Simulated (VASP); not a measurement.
The system is Al.

```
CELL_PARAMETERS angstrom
-1.52724 1.52724 1.52724
1.52724 -1.52724 1.52724
1.52724 1.52724 -1.52724
ATOMIC_POSITIONS crystal
Al 0.00000 0.00000 0.00000
```

| Property | Result |
| --- | --- |
| Program | VASP 6.6.1 |
| Task | relaxation of cell and atoms |
| Functional | PBE |
| Potentials or basis | VASP PAW PBE potentials, release 64 (Al) |
| Cutoff | 600 eV |
| k mesh | 19 × 19 × 19 |
| Occupations | fermi-dirac, width 0.05 eV |
| Spin | no spin polarisation |

At the start: pressure 17.3 GPa; volume 14.25 Å³/atom.

How do energy, volume and symmetry change on relaxing?

Over 5 steps the energy falls by 124.6 meV/atom and the volume is 16.93 Å³/atom (+18.8 %); space group Im-3m (No. 229, to 0.05 Å).

Step by step:
```csv
step,energy change (eV),largest force (eV/Å),pressure (GPa),volume (Å³)
1,0.0000,0.0000,17.27,14.25
2,-0.1184,0.0000,-2.67,17.66
3,-0.1246,0.0000,0.11,16.91
4,-0.1246,0.0000,-0.12,16.96
5,-0.1246,0.0000,-0.01,16.93
```

Final structure:
```
Al
1.0
    -1.61766    1.61766    1.61766
     1.61766   -1.61766    1.61766
     1.61766    1.61766   -1.61766
Al
1
Cartesian
  3.2353 0.0000 0.0000
```

Caveat: the volume moved by over 15 % at a fixed basis, so the end points are rough.
